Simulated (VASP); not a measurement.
# Hf (P6_3/mmc) in VASP: relaxation of cell and atoms with PBE

Aim: the relaxation of cell and atoms of Hf with PBE.

Program: VASP 6.6.1. These are calculated values, not measurements. Logs are shortened: lines on timing, memory, paths and dates and some standing lists are left out, and cuts for length are marked.

### 1 The cell of the first run

It takes space group P6_3/mmc (No. 194, hexagonal). Conventional cell: a = 3.200 Å, b = 3.200 Å, c = 5.062 Å, α = 90.00°, β = 90.00°, γ = 120.00°. Within 4.1 Å of Hf (site symmetry -6m2) lie 12 Hf at 3.13 to 3.20 Å.

### 2 Relaxation of cell and atoms, PBE

Contents of INCAR:

```
  PREC = Accurate
  ENCUT = 600
  EDIFF = 1E-7
  ISMEAR = 0
  SIGMA = 0.05
  LREAL = F
  LASPH = T
  NELM = 60
  ALGO = Fast
  ISIF = 3
  LWAVE = F
  LCHARG = F
  GGA = PE
  IBRION = 2
  NSW = 80
  EDIFFG = -0.01
```

Contents of KPOINTS:

```
Automatic mesh
0
Gamma
  16 16 8
```

Contents of POSCAR:

```
Hf
1.0
    3.2000000000      0.0000000000      0.0000000000
   -1.6000000000      2.7712812921      0.0000000000
    0.0000000000      0.0000000000      5.0624000000
Hf
2
Direct
    0.3333333333      0.6666666667      0.7500000000
    0.6666666667      0.3333333333      0.2500000000
```

Potentials or basis: VASP PAW PBE potentials, release 64 (Hf_pv).

Started as:

```bash
$ cat potpaw_PBE.64/Hf_pv/POTCAR > POTCAR
$ mpirun -np 1 vasp_std > vasp.out
```

OUTCAR:

```text
PREC = Accurate
   ENCUT = 600
   EDIFF = 1E-7
   ISMEAR = 0
   LREAL = F
   LASPH = T
   NELM = 60
   ISIF = 3
   GGA = PE
   IBRION = 2
   NSW = 80
   EDIFFG = -0.01

 ion  position               nearest neighbor table
   1  0.333  0.667  0.750-   2 3.13   2 3.13   2 3.13   2 3.13   2 3.13   2 3.13
   2  0.667  0.333  0.250-   1 3.13   1 3.13   1 3.13   1 3.13   1 3.13   1 3.13

  LATTYP: Found a hexagonal cell.
 ALAT       =     3.2000000000
 C/A-ratio  =     1.5820000000

  Lattice vectors:

 A1 = (   3.2000000000,   0.0000000000,   0.0000000000)
 A2 = (  -1.6000000000,   2.7712812921,   0.0000000000)
 A3 = (   0.0000000000,   0.0000000000,   5.0624000000)

Analysis of symmetry for initial positions (statically):
=====================================================================
 Subroutine PRICEL returns:
 Original cell was already a primitive cell.

 Routine SETGRP: Setting up the symmetry group for a
 hexagonal supercell.

 Subroutine GETGRP returns: Found 24 space group operations
 (whereof 12 operations were pure point group operations)
 out of a pool of 24 trial point group operations.

The static configuration has the point symmetry D_3d.
 The point group associated with its full space group is D_6h.

Analysis of symmetry for dynamics (positions and initial velocities):
=====================================================================
 Subroutine PRICEL returns:
 Original cell was already a primitive cell.

 Routine SETGRP: Setting up the symmetry group for a
 hexagonal supercell.

 Subroutine GETGRP returns: Found 24 space group operations
 (whereof 12 operations were pure point group operations)
 out of a pool of 24 trial point group operations.

The dynamic configuration has the point symmetry D_3d.
 The point group associated with its full space group is D_6h.

 Subroutine INISYM returns: Found 24 space group operations
 (whereof 12 operations are pure point group operations),
 and found     1 'primitive' translations

----------------------------------------------------------------------------------------

                                     Primitive cell

  volume of cell :      44.8939

  direct lattice vectors                    reciprocal lattice vectors
     3.200000000  0.000000000  0.000000000     0.312500000  0.180421959  0.000000000
[... 151 lines left out ...]
  energy-cutoff  :      600.00
  volume of cell :       44.89
      direct lattice vectors                 reciprocal lattice vectors
     3.200000000  0.000000000  0.000000000     0.312500000  0.180421959  0.000000000
    -1.600000000  2.771281292  0.000000000     0.000000000  0.360843918  0.000000000
     0.000000000  0.000000000  5.062400000     0.000000000  0.000000000  0.197534766

 POSITION                                       TOTAL-FORCE (eV/Angst)
 -----------------------------------------------------------------------------------
     -0.00000      1.84752      3.79680         0.000000      0.000000      0.000000
      1.60000      0.92376      1.26560        -0.000000     -0.000000      0.000000
 -----------------------------------------------------------------------------------
    total drift:                               -0.000000      0.000000     -0.000000

  FREE ENERGIE OF THE ION-ELECTRON SYSTEM (eV)
  ---------------------------------------------------
  free  energy   TOTEN  =       -19.8518371741 eV

  energy  without entropy=      -19.8501307903  energy(sigma->0) =      -19.85098398

--------------------------------------- Ionic step        2  -------------------------------------------

 number of electron      20.0000001 magnetization

 Free energy of the ion-electron system (eV)
  ---------------------------------------------------
  ext. energy  EPLUGINS =         0.00000000
  ---------------------------------------------------
  free energy    TOTEN  =       -19.85186407 eV

  energy without entropy =      -19.85018628  energy(sigma->0) =      -19.85102517

 E-fermi :   4.8964     XC(G=0): -11.2647

 val. band max:        4.8957041375   @ k =   0.3125   0.3125   0.2500
 cond. band min:       4.9009531752   @ k =   0.1250   0.0625   0.1250
 fundamental gap:      0.0052490377
 Fermi energy:         4.8963546682

 k-point     1 :       0.0000    0.0000    0.0000
  band No.  band energies     occupation
      1     -26.1928      2.00000
      2     -25.4590      2.00000
      3     -25.4590      2.00000
      4     -25.3356      2.00000
      5     -25.3320      2.00000
      6     -25.3320      2.00000
      7      -2.4772      2.00000
      8       1.1967      2.00000
      9       5.5288      0.00000
     10       6.0655      0.00000
     11       6.0655      0.00000
     12       6.3577      0.00000
     13       6.8857      0.00000
     14       6.8858      0.00000
[... 377 lines left out ...]
      1     -25.8979      2.00000
      2     -25.8691      2.00000
      3     -25.8134      2.00000
      4     -25.6239      2.00000
      5     -25.5042      2.00000
      6     -25.4900      2.00000
      7       0.9976      2.00000
      8       3.0892      2.00000
      9       3.2470      2.00000
     10       3.6461      2.00000
     11       5.3124      0.00000
     12       5.8394      0.00000
     13       6.1345      0.00000
     14       8.6530      0.00000

 [... further k-points ...]
[... 5 lines left out ...]
  --------------------------------------------------------------------------------------
  -------------------------------------------------------------------------------------
  Total       -0.0110085     -0.0110085     -0.0174743      0.0000000      0.0000000     -0.0000000
  in kB       -0.3925697     -0.3925697     -0.6231460      0.0000000      0.0000000     -0.0000000
  external PRESSURE =      -0.4694285 kB  Pullay stress =       0.0000000 kB

 VOLUME and BASIS-vectors are now :
 -----------------------------------------------------------------------------
  energy-cutoff  :      600.00
  volume of cell :       44.93
      direct lattice vectors                 reciprocal lattice vectors
     3.202239368 -0.000000000  0.000000000     0.312281465  0.180295788  0.000000000
    -1.601119684  2.773220642 -0.000000000     0.000000000  0.360591575  0.000000000
    -0.000000000 -0.000000000  5.059216852    -0.000000000  0.000000000  0.197659051

 POSITION                                       TOTAL-FORCE (eV/Angst)
 -----------------------------------------------------------------------------------
     -0.00000      1.84881      3.79441        -0.000000     -0.000000      0.000000
      1.60112      0.92441      1.26480         0.000000      0.000000      0.000000
 -----------------------------------------------------------------------------------
    total drift:                               -0.000000      0.000000     -0.000000

  FREE ENERGIE OF THE ION-ELECTRON SYSTEM (eV)
  ---------------------------------------------------
  free  energy   TOTEN  =       -19.8518640730 eV

  energy  without entropy=      -19.8501862757  energy(sigma->0) =      -19.85102517

 reached required accuracy - stopping structural energy minimisation
```

It took 72 s on 1 thread of Intel Xeon 6975P-C (Granite Rapids), shared host; peak memory 0.25 GiB.

What came out:

```
Free energy                           : -19.8519 eV
Relaxed volume                        : 22.46 Å³/atom
Relaxed cell                          : a = 3.202 Å, b = 3.202 Å, c = 5.059 Å, α = 90.00°, β = 90.00°, γ = 120.00°
Space group after relaxing (to 0.1 Å) : P6_3/mmc (No. 194)
Energy gained by relaxing             : 0.0 meV/atom
Ionic steps                           : 2
Pressure after relaxing               : 0.0 GPa
Band gap on the k mesh                : zero (bands 10 and 11 overlap by 1.52 eV)
```

Final structure:
```
CELL_PARAMETERS angstrom
3.20224 0.00000 0.00000
-1.60112 2.77322 0.00000
0.00000 0.00000 5.05922
ATOMIC_POSITIONS crystal
Hf 0.33333 0.66667 0.75000
Hf 0.66667 0.33333 0.25000
```

Caveat: spin-orbit coupling is left out, which moves the levels of the heavy elements.
